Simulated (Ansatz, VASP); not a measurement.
InReS4 in VASP and in Ansatz

INCAR

```
SYSTEM = InReS4
PREC     = Accurate       ! precision mode
ENCUT    = 520            ! plane-wave cutoff, eV
EDIFF    = 1E-6           ! SCF threshold, eV
ISMEAR   = 0              ! smearing method
SIGMA    = 0.1            ! smearing width, eV
LREAL    = .FALSE.        ! projectors in reciprocal space
LASPH    = .TRUE.         ! aspherical terms in the spheres
NELM     = 150            ! most SCF steps
ALGO     = Normal         ! electronic algorithm
ISIF     = 2              ! what is computed and relaxed
LWAVE    = .FALSE.        ! write WAVECAR
LCHARG   = .FALSE.        ! write CHGCAR
ISPIN    = 2              ! spin polarisation
MAGMOM   = 0 1 0 0 0 0    ! initial moments
LORBIT   = 11             ! projections on sites
LMAXMIX  = 4              ! l up to which the mixer works
GGA      = PE             ! functional
NBANDS   = 35             ! bands
```

The input KPOINTS:

```
regular mesh
0
G
  4 4 4
  0 0 0
```

File POSCAR:

```
InReS4
1.0
    0.0000000000      4.1090978800      4.1090978800
    4.1090978800      0.0000000000      4.1090978800
    4.1090978800      4.1090978800      0.0000000000
In Re S
1 1 4
Direct
    0.2500000000      0.2500000000      0.2500000000
    0.5000000000      0.5000000000      0.5000000000
    0.8750412900      0.3748761400      0.8750412900
    0.8750412900      0.8750412900      0.8750412900
    0.8750412900      0.8750412900      0.3748761400
    0.3748761400      0.8750412900      0.8750412900
```

Input for Ansatz:

```yaml
crystal:
  lattice:
    - [0.0, 4.10909788, 4.10909788]
    - [4.10909788, 0.0, 4.10909788]
    - [4.10909788, 4.10909788, 0.0]
  atoms:
    - { symbol: In, position: [0.25, 0.25, 0.25] }
    - { symbol: Re, position: [0.5, 0.5, 0.5], spin: 1.0 }
    - { symbol: S, position: [0.87504129, 0.37487614, 0.87504129] }
    - { symbol: S, position: [0.87504129, 0.87504129, 0.87504129] }
    - { symbol: S, position: [0.87504129, 0.87504129, 0.37487614] }
    - { symbol: S, position: [0.37487614, 0.87504129, 0.87504129] }
basis:
  ecutwfc: 420
kpoints:
  mp_grid: { grid: [4, 4, 4] }
hamiltonian:
  xc: pbe
scf:
  occupations: { method: gaussian, width: 0.1 }
  lower_state_search: "off"
output:
  forces: true
  stress: true
  eigenvalues: true
  populations: true
magnetization:
  spin_polarized: true
```

Change from the starting cell: species swapped into the TbHoFe4 type (F-43m, No. 216).

Alike in both runs: task single point; functional PBE; k mesh 4 × 4 × 4; occupations gaussian, width 0.1 eV; collinear spin.

```csv
,VASP,Ansatz
version,VASP 6.6.1,Ansatz 0.2.0
potentials or method,"VASP PAW PBE potentials, release 64 (In_d, Re, S), cutoff 520 eV","scalar-relativistic, plane waves, PAW"
valence electrons in the cell,44,52
```

```tsv
	VASP	Ansatz	Ansatz less VASP
gap on the k mesh at the Fermi level (eV)	none	none	-
pressure (GPa)	-6.7	-6.7	+0.09
rms of the force components (eV/Å)	0.052	0.053	+0.0009
net moment per atom (μB)	0.78	0.78	-0.002
size of the moment on the site where the two differ most (μB)	4.03	4.17	+0.136
```

Site moments also hang on the region over which each program counts them. Atom by atom the forces differ by 0.001 eV/Å (rms over components). A gap of «none» marks a metal or a gap that the smearing closes. The functional is the same, so the differences come from potentials, cutoffs and numerics. VASP's potentials hold 44 valence electrons a cell and Ansatz's 52, so a difference there can come from the potentials and not from the codes.

Neither program's run includes spin-orbit coupling.
